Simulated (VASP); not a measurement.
Input of a VASP 6.6.1 run:

INCAR

```
SYSTEM = BP
ALGO = Normal
EDIFF = 1E-7
ENCUT = 520
GGA = PE
ISIF = 2
ISMEAR = 0
LASPH = .TRUE.
LCHARG = .FALSE.
LREAL = .FALSE.
LWAVE = .FALSE.
NBANDS = 11
NELM = 100
PREC = Accurate
SIGMA = 0.01
```

KPOINTS

```
k-points
0
G
  8 8 8
  0 0 0
```

File POSCAR:

```
BP
1.0
    0.0000000000      2.2690000000      2.2690000000
    2.2690000000      0.0000000000      2.2690000000
    2.2690000000      2.2690000000      0.0000000000
B P
1 1
Direct
    0.0000000000      0.0000000000      0.0000000000
    0.2500000000      0.2500000000      0.2500000000
```

Potentials or basis: VASP PAW PBE potentials, release 64 (B, P).

Launch:

```sh
$ cat potpaw_PBE.64/B/POTCAR potpaw_PBE.64/P/POTCAR > POTCAR
$ mpirun -np 1 vasp_std > vasp.out
```

(1) What does it give for the pressure?

(2) What does it give for the band gap on the k mesh?

Answers

(1) 0.9 GPa.

(2) 1.27 eV, indirect (least direct gap 3.40 eV).
